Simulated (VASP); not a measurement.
# InSb (F-43m) in VASP: notebook

The runs below take InSb through single point, with r2SCAN.

Everything below comes from runs of VASP 6.6.1. Logs are shortened: lines on timing, memory, paths and dates and some standing lists are left out, and cuts for length are marked.

**Measured values to compare with.**

From “Electronic Structure and Epitaxy of CdTe Shells on InSb Nanowires”, 2021, arxiv:2111.05126, for a bulk crystal of InSb: band gap 0.24 eV.

The results are compared with them further down.

**1. The cell of the first run**

Symmetry: F-43m, No. 216, cubic system. Conventional cell: a = 6.602 Å, b = 6.602 Å, c = 6.602 Å, α = 90.00°, β = 90.00°, γ = 90.00°. In (site symmetry -43m) has 4 Sb at 2.86 Å within 3.8 Å. Sb (site symmetry -43m) has 4 In at 2.86 Å within 3.8 Å.

**2. Single point, r2SCAN**

File POSCAR:

```
InSb
1.0
    0.0000000000      3.3007893200      3.3007893200
    3.3007893200      0.0000000000      3.3007893200
    3.3007893200      3.3007893200      0.0000000000
In Sb
1 1
Direct
    0.0000000000      0.0000000000      0.0000000000
    0.2500000000      0.2500000000      0.2500000000
```

File INCAR.step1:

```
PREC = Accurate ; ENCUT = 520
ISMEAR = -1 ; SIGMA = 0.1
LREAL = F ; LASPH = T
NELM = 60 ; NBANDS = 16
GGA = PE ; ALGO = Normal
EDIFF = 1E-4 ; LWAVE = T
LCHARG = F
```

File INCAR.step2:

```
PREC = Accurate ; ENCUT = 520
EDIFF = 1E-6 ; ISMEAR = -1
SIGMA = 0.1 ; LREAL = F
LASPH = T ; NELM = 60
ALGO = Normal ; ISIF = 2
LWAVE = F ; LCHARG = F
METAGGA = R2SCAN ; LMIXTAU = T
NBANDS = 16 ; ISTART = 1
```

File KPOINTS:

```
regular mesh
0
Gamma
  9 9 9
```

Potentials or basis: VASP PAW PBE potentials, release 64 (In_d, Sb).

Started as:

```
$ cat potpaw_PBE.64/In_d/POTCAR potpaw_PBE.64/Sb/POTCAR > POTCAR
$ cp INCAR.step1 INCAR
$ mpirun -np 1 vasp_std > vasp.out
$ cp INCAR.step2 INCAR
$ mpirun -np 1 vasp_std > vasp.out
```

OUTCAR:

```text
PREC = Accurate
   ENCUT = 520
   EDIFF = 1E-6
   ISMEAR = -1
   LREAL = F
   LASPH = T
   NELM = 60
   ISIF = 2
   METAGGA = R2SCAN
   ISTART = 1

 ion  position               nearest neighbor table
   1  0.000  0.000  0.000-   2 2.86   2 2.86   2 2.86   2 2.86
   2  0.250  0.250  0.250-   1 2.86   1 2.86   1 2.86   1 2.86

  LATTYP: Found a face centered cubic cell.
 ALAT       =     6.6015786400

  Lattice vectors:

 A1 = (   0.0000000000,   3.3007893200,   3.3007893200)
 A2 = (   3.3007893200,   0.0000000000,   3.3007893200)
 A3 = (   3.3007893200,   3.3007893200,   0.0000000000)

Analysis of symmetry for initial positions (statically):
=====================================================================
 Subroutine PRICEL returns:
 Original cell was already a primitive cell.

 Routine SETGRP: Setting up the symmetry group for a
 face centered cubic supercell.

 Subroutine GETGRP returns: Found 24 space group operations
 (whereof 24 operations were pure point group operations)
 out of a pool of 48 trial point group operations.

The static configuration has the point symmetry T_d .

Analysis of symmetry for dynamics (positions and initial velocities):
=====================================================================
 Subroutine PRICEL returns:
 Original cell was already a primitive cell.

 Routine SETGRP: Setting up the symmetry group for a
 face centered cubic supercell.

 Subroutine GETGRP returns: Found 24 space group operations
 (whereof 24 operations were pure point group operations)
 out of a pool of 48 trial point group operations.

The dynamic configuration has the point symmetry T_d .

 Subroutine INISYM returns: Found 24 space group operations
 (whereof 24 operations are pure point group operations),
 and found     1 'primitive' translations

----------------------------------------------------------------------------------------

                                     Primitive cell

  volume of cell :      71.9256

  direct lattice vectors                    reciprocal lattice vectors
     0.000000000  3.300789320  3.300789320    -0.151478920  0.151478920  0.151478920
     3.300789320  0.000000000  3.300789320     0.151478920 -0.151478920  0.151478920
     3.300789320  3.300789320  0.000000000     0.151478920  0.151478920 -0.151478920

  length of vectors
     4.668021023  4.668021023  4.668021023     0.262369185  0.262369185  0.262369185

  position of ions in fractional coordinates (direct lattice)
     0.000000000  0.000000000  0.000000000
     0.250000000  0.250000000  0.250000000

  ion indices of the primitive-cell ions
   primitive index   ion index
                 1           1
                 2           2

----------------------------------------------------------------------------------------

 KPOINTS: regular mesh

Automatic generation of k-mesh.
 Grid dimensions read from file:
 generate k-points for:    9    9    9

 Generating k-lattice:

  Cartesian coordinates                     Fractional coordinates (reciprocal lattice)
    -0.016830991  0.016830991  0.016830991     0.111111111  0.000000000  0.000000000
     0.016830991 -0.016830991  0.016830991     0.000000000  0.111111111  0.000000000
     0.016830991  0.016830991 -0.016830991     0.000000000  0.000000000  0.111111111

  Length of vectors
     0.029152132  0.029152132  0.029152132

  Shift w.r.t. Gamma in fractional coordinates (k-lattice)
     0.000000000  0.000000000  0.000000000

 Subroutine IBZKPT returns following result:
 ===========================================

 Found     35 irreducible k-points:

 Following reciprocal coordinates:
            Coordinates               Weight
  0.000000  0.000000  0.000000      1.000000
  0.111111  0.000000  0.000000      8.000000
  0.222222  0.000000  0.000000      8.000000
  0.333333  0.000000  0.000000      8.000000
  0.444444  0.000000  0.000000      8.000000
  0.111111  0.111111  0.000000      6.000000
[... 16 lines left out ...]
 -0.333333  0.333333  0.000000     12.000000
  0.444444  0.444444  0.000000      6.000000
 [... further k-points ...]
   k-points           NKPTS =     35   k-points in BZ     NKDIM =     35   number of bands    NBANDS=     16
   number of dos      NEDOS =    301   number of ions     NIONS =      2
   total plane-waves  NPLWV =  46656
   dimension x,y,z NGX =    36 NGY =   36 NGZ =   36
   dimension x,y,z NGXF=    72 NGYF=   72 NGZF=   72
   ions per type =               1   1
   NGX,Y,Z   is equivalent  to a cutoff of  12.82, 12.82, 12.82 a.u.
   NGXF,Y,Z  is equivalent  to a cutoff of  25.64, 25.64, 25.64 a.u.
 SYSTEM =  unknown system
   PREC   = accura    normal or accurate (medium, high low for compatibility)
   ISTART =      1    job   : 0-new  1-cont  2-samecut
   ICHARG =      0    charge: 1-file 2-atom 10-const
   ISPIN  =      1    spin polarized calculation?
   LNONCOLLINEAR =      F non collinear calculations
   LSORBIT =      F    spin-orbit coupling
   LASPH  =      T    aspherical Exc in radial PAW
   ENCUT  =  520.0 eV  38.22 Ry    6.18 a.u.   8.68  8.68  8.68*2*pi/ulx,y,z
   NELM   =     60;   NELMIN=  2; NELMDL=  0     # of ELM steps
   EDIFF  = 0.1E-05   stopping-criterion for ELM
   LREAL  =      F    real-space projection
   EDIFFG = 0.1E-04   stopping-criterion for IOM
   NSW    =      0    number of steps for IOM
   IBRION =     -1    ionic relax: 0-MD 1-quasi-New 2-CG
   NFREE  =      0    steps in history (QN), initial steepest desc. (CG)
   ISIF   =      2    stress and relaxation
   ISYM   =      2    0-nonsym 1-usesym 2-fastsym
   POTIM  = 0.5000    time-step for ionic-motion
   TEBEG  =    0.0;   TEEND  =   0.0 temperature during run
   PSTRESS=    0.0 pullay stress
   NELECT =      18.0000    total number of electrons
   NUPDOWN=      -1.0000    fix difference up-down
   EMIN   =  10.00;   EMAX   =-10.00  energy-range for DOS
   EFERMI =   0.00;   METHOD = LEGACY
   ISMEAR =    -1;   SIGMA  =   0.10  broadening in eV -4-tet -1-fermi 0-gaus
   EFERMI_NEDOS =   21; number of points for ismear=-14 and -15
   IALGO  =     38    algorithm
   IMIX   =      4    mixing-type and parameters
     AMIX     =   0.40;   BMIX     =  1.00
     AMIX_MAG =   1.60;   BMIX_MAG =  1.00
  volume/ion in A,a.u.               =      35.96       242.69
  Fermi-wavevector in a.u.,A,eV,Ry     =   1.031663  1.949560 14.481069  1.064329
  Thomas-Fermi vector in A             =   2.165822
   LORBIT       =      0    0 simple, 1 ext, 2 COOP (PROOUT), +10 PAW based schemes
   METAGGA = R2SCAN    functional components
   LHFCALC =     F    Hartree Fock is set to
   AEXX    =    0.0000 exact exchange contribution
   IVDW    =     0    specifies the selected vdW correction
   LEPSILON=     F    determine dielectric tensor
   LRPA    =     F    only Hartree local field effects (RPA)
 non-spin polarized calculation
  energy-cutoff  :      520.00
  volume of cell :       71.93
 maximum number of plane-waves:      1948
   NGX = 17   NGY = 17   NGZ = 17

 number of electron      18.0000006 magnetization

 Free energy of the ion-electron system (eV)
  ---------------------------------------------------
  ext. energy  EPLUGINS =         0.00000000
  ---------------------------------------------------
  free energy    TOTEN  =       -48.76387394 eV

  energy without entropy =      -48.76249329  energy(sigma->0) =      -48.76318361

 E-fermi :   4.5478     XC(G=0):  -8.9921

 val. band max:        4.3392220406   @ k =   0.0000   0.0000   0.0000
 cond. band min:       5.0837184138   @ k =   0.4444   0.0000   0.0000
 fundamental gap:      0.7444963732
 Fermi energy:         4.5478269157

 k-point     1 :       0.0000    0.0000    0.0000
  band No.  band energies     occupation
      1     -10.6453      2.00000
      2     -10.6453      2.00000
      3     -10.6453      2.00000
      4     -10.5597      2.00000
      5     -10.5597      2.00000
      6      -6.4248      2.00000
[... 8 lines left out ...]
     15      12.9323      0.00000
     16      12.9323      0.00000

 k-point     2 :       0.1111    0.0000    0.0000
  band No.  band energies     occupation
      1     -10.6502      2.00000
      2     -10.6430      2.00000
      3     -10.6430      2.00000
      4     -10.5598      2.00000
      5     -10.5598      2.00000
      6      -6.3155      2.00000
[... 8 lines left out ...]
     15      12.2888      0.00000
     16      12.2888      0.00000

 k-point     3 :       0.2222    0.0000    0.0000
  band No.  band energies     occupation
      1     -10.6623      2.00000
      2     -10.6375      2.00000
      3     -10.6375      2.00000
      4     -10.5598      2.00000
      5     -10.5598      2.00000
      6      -6.0047      2.00000
[... 8 lines left out ...]
     15      11.9642      0.00000
     16      11.9642      0.00000

 k-point     4 :       0.3333    0.0000    0.0000
  band No.  band energies     occupation
      1     -10.6758      2.00000
      2     -10.6318      2.00000
      3     -10.6318      2.00000
      4     -10.5592      2.00000
      5     -10.5592      2.00000
      6      -5.5623      2.00000
[... 8 lines left out ...]
     15      12.4467      0.00000
     16      12.4467      0.00000
[... 324 lines left out ...]
 k-point    22 :      -0.4444    0.3333    0.0000
  band No.  band energies     occupation
      1     -10.7057      2.00000
      2     -10.6142      2.00000
      3     -10.6116      2.00000
      4     -10.5699      2.00000
      5     -10.5546      2.00000
      6      -4.6325      2.00000
[... 8 lines left out ...]
     15      13.6387      0.00000
     16      15.4452      0.00000

 k-point    23 :      -0.3333    0.3333    0.0000
  band No.  band energies     occupation
      1     -10.6997      2.00000
      2     -10.6183      2.00000
      3     -10.6155      2.00000
      4     -10.5655      2.00000
      5     -10.5577      2.00000
      6      -4.6931      2.00000
[... 8 lines left out ...]
     15      12.4917      0.00000
     16      15.7488      0.00000

 k-point    24 :       0.4444    0.4444    0.0000
  band No.  band energies     occupation
      1     -10.7135      2.00000
      2     -10.6074      2.00000
      3     -10.6074      2.00000
      4     -10.5752      2.00000
      5     -10.5515      2.00000
      6      -4.6445      2.00000
[... 8 lines left out ...]
     15      14.7862      0.00000
     16      15.3245      0.00000

 [... further k-points ...]

------------------------ aborting loop because EDIFF is reached ----------------------------------------

  FORCE on cell =-STRESS in cart. coord.  units (eV):
  Direction    XX          YY          ZZ          XY          YZ          ZX
  --------------------------------------------------------------------------------------
  -------------------------------------------------------------------------------------
  Total       -0.3849270     -0.3849270     -0.3849270      0.0000000     -0.0000000      0.0000000
  in kB       -8.5744348     -8.5744348     -8.5744348      0.0000000     -0.0000000      0.0000000
  external PRESSURE =      -8.5744348 kB  Pullay stress =       0.0000000 kB

 VOLUME and BASIS-vectors are now :
 -----------------------------------------------------------------------------
  energy-cutoff  :      520.00
  volume of cell :       71.93
      direct lattice vectors                 reciprocal lattice vectors
     0.000000000  3.300789320  3.300789320    -0.151478920  0.151478920  0.151478920
     3.300789320  0.000000000  3.300789320     0.151478920 -0.151478920  0.151478920
     3.300789320  3.300789320  0.000000000     0.151478920  0.151478920 -0.151478920

 POSITION                                       TOTAL-FORCE (eV/Angst)
 -----------------------------------------------------------------------------------
      0.00000      0.00000      0.00000         0.000000      0.000000      0.000000
      1.65039      1.65039      1.65039        -0.000000     -0.000000     -0.000000
 -----------------------------------------------------------------------------------
    total drift:                               -0.000001     -0.000001     -0.000001

  FREE ENERGIE OF THE ION-ELECTRON SYSTEM (eV)
  ---------------------------------------------------
  free  energy   TOTEN  =       -48.7638739360 eV

  energy  without entropy=      -48.7624932894  energy(sigma->0) =      -48.76318361
```

It took 5.6 min on 1 thread of AMD EPYC 7R13, shared host; peak memory 0.21 GiB.

Results:

```yaml
Free_energy: -48.7639 eV
Pressure: -0.9 GPa
Band_gap_on_the_k_mesh: zero (filled and empty bands touch)
```

Caveat: the PAW data sets were made with another functional, which shifts forces and pressure a little; spin-orbit coupling is left out, which moves the levels of the heavy elements.

**3. Single point, r2SCAN**

This run uses another cell than the first one, of 36.67 Å³/atom, 1.020 times its volume.

File POSCAR:

```
InSb
1.0
    0.0000000000      3.3222236100      3.3222236100
    3.3222236100      0.0000000000      3.3222236100
    3.3222236100      3.3222236100      0.0000000000
In Sb
1 1
Direct
    0.0000000000      0.0000000000      0.0000000000
    0.2500000000      0.2500000000      0.2500000000
```

File INCAR.step1:

```
ALGO     = Normal         # electronic algorithm
EDIFF    = 1E-4           # SCF threshold, eV
ENCUT    = 520            # plane-wave cutoff, eV
GGA      = PE             # functional
ISMEAR   = -1             # smearing method
LASPH    = T              # aspherical terms in the spheres
LCHARG   = F              # write CHGCAR
LREAL    = F              # projectors in reciprocal space
LWAVE    = T              # write WAVECAR
NBANDS   = 16             # bands
NELM     = 80             # most SCF steps
PREC     = Accurate       # precision mode
SIGMA    = 0.1            # smearing width, eV
```

File INCAR.step2:

```
ALGO     = Normal         # electronic algorithm
EDIFF    = 1E-6           # SCF threshold, eV
ENCUT    = 520            # plane-wave cutoff, eV
ISIF     = 2              # what is computed and relaxed
ISMEAR   = -1             # smearing method
ISTART   = 1            
LASPH    = T              # aspherical terms in the spheres
LCHARG   = F              # write CHGCAR
LMIXTAU  = T            
LREAL    = F              # projectors in reciprocal space
LWAVE    = F              # write WAVECAR
METAGGA  = R2SCAN         # meta-GGA
NBANDS   = 16             # bands
NELM     = 80             # most SCF steps
PREC     = Accurate       # precision mode
SIGMA    = 0.1            # smearing width, eV
```

File KPOINTS:

```
k-points
0
Gamma
  9 9 9
```

Potentials or basis: VASP PAW PBE potentials, release 64 (In_d, Sb).

Started as:

```
$ cat potpaw_PBE.64/In_d/POTCAR potpaw_PBE.64/Sb/POTCAR > POTCAR
$ cp INCAR.step1 INCAR
$ mpirun -np 1 vasp_std > vasp.out
$ cp INCAR.step2 INCAR
$ mpirun -np 1 vasp_std > vasp.out
```

It took 6.6 min on 1 thread of AMD EPYC 7R13, shared host; peak memory 0.21 GiB.

It converged, with:

```
Free energy            : -48.7534 eV
Pressure               : -1.6 GPa
Band gap on the k mesh : zero (filled and empty bands touch)
```

Levels at points of the mesh, in eV from the Fermi level:
```tsv
k point	band 5	band 6	band 7	band 8	band 9	band 10	band 11	band 12	band 13	band 14
(0.00, 0.00, 0.00)	-15.08	-10.86	-0.43	-0.21	-0.21	-0.21	3.02	3.02	3.02	5.88
```

Caveat: the PAW data sets were made with another functional, which shifts forces and pressure a little; spin-orbit coupling is left out, which moves the levels of the heavy elements.

**4. Single point, r2SCAN**

This run uses another cell than the first one, of 37.37 Å³/atom, 1.039 times its volume.

File POSCAR:

```
InSb
1.0
    0.0000000000      3.3433848400      3.3433848400
    3.3433848400      0.0000000000      3.3433848400
    3.3433848400      3.3433848400      0.0000000000
In Sb
1 1
Direct
    0.0000000000      0.0000000000      0.0000000000
    0.2500000000      0.2500000000      0.2500000000
```

File INCAR.step1:

```
  ALGO = Normal
  EDIFF = 1E-4
  ENCUT = 520
  GGA = PE
  ISMEAR = -1
  LASPH = True
  LCHARG = False
  LREAL = False
  LWAVE = True
  NBANDS = 16
  NELM = 80
  PREC = Accurate
  SIGMA = 0.1
```

File INCAR.step2:

```
  ALGO = Normal
  EDIFF = 1E-6
  ENCUT = 520
  ISIF = 2
  ISMEAR = -1
  ISTART = 1
  LASPH = True
  LCHARG = False
  LMIXTAU = True
  LREAL = False
  LWAVE = False
  METAGGA = R2SCAN
  NBANDS = 16
  NELM = 80
  PREC = Accurate
  SIGMA = 0.1
```

KPOINTS is that of step 3.

Started as:

```
$ cat potpaw_PBE.64/In_d/POTCAR potpaw_PBE.64/Sb/POTCAR > POTCAR
$ cp INCAR.step1 INCAR
$ mpirun -np 1 vasp_std > vasp.out
$ cp INCAR.step2 INCAR
$ mpirun -np 1 vasp_std > vasp.out
```

It took 5.5 min on 1 thread of AMD EPYC 7R13, shared host; peak memory 0.21 GiB.

It converged, with:

* Free energy: -48.7369 eV
* Pressure: -2.2 GPa
* Band gap on the k mesh: zero (filled and empty bands touch)

Levels at points of the mesh, in eV from the Fermi level:
| k point | band 5 | band 6 | band 7 | band 8 | band 9 | band 10 | band 11 | band 12 | band 13 | band 14 |
| --- | --- | --- | --- | --- | --- | --- | --- | --- | --- | --- |
| (0.00, 0.00, 0.00) | -15.06 | -10.74 | -0.54 | -0.21 | -0.21 | -0.21 | 3.02 | 3.02 | 3.02 | 5.85 |

Caveat: the PAW data sets were made with another functional, which shifts forces and pressure a little; spin-orbit coupling is left out, which moves the levels of the heavy elements.

**5. The runs side by side**

```csv
cell,gap on the mesh (eV),pressure (GPa)
"a = 4.668 Å, angles 60.0°, 2 atoms",none,-0.9
"a = 4.698 Å, angles 60.0°, 2 atoms",none,-1.6
"a = 4.728 Å, angles 60.0°, 2 atoms",none,-2.2
```

Alike in all rows: task single point; level r2SCAN; potentials or basis VASP PAW PBE potentials, release 64 (In_d, Sb); no spin polarisation; k mesh 9 × 9 × 9; cutoff (eV) 520; smearing fermi-dirac 0.1 eV.

Caveats: the PAW data sets were made with another functional, which shifts forces and pressure a little; spin-orbit coupling is left out, which moves the levels of the heavy elements.

Absolute energies hang on the potentials; compare differences alone.

**6. How close it comes**

Step 2. Against the measured gap of InSb, 0.24 eV (quoted in “Electronic Structure and Epitaxy of CdTe Shells on InSb Nanowires”, 2021, arxiv:2111.05126), the calculated 0.00 eV is off by -0.24 eV. Spin-orbit coupling on In, Sb is left out. The value is that of r2SCAN on a finite k mesh, which can miss the band edges, without temperature or zero-point motion.

Step 3. Measured gap of InSb: 0.24 eV (quoted in “Electronic Structure and Epitaxy of CdTe Shells on InSb Nanowires”, 2021, arxiv:2111.05126). This calculation gives 0.00 eV (-0.24 eV). Spin-orbit coupling on In, Sb is left out. The value is that of r2SCAN on a finite k mesh, which can miss the band edges, without temperature or zero-point motion.

Step 4. Measured gap of InSb: 0.24 eV (quoted in “Electronic Structure and Epitaxy of CdTe Shells on InSb Nanowires”, 2021, arxiv:2111.05126). This calculation gives 0.00 eV (-0.24 eV). Spin-orbit coupling on In, Sb is left out. The value is that of r2SCAN on a finite k mesh, which can miss the band edges, without temperature or zero-point motion.
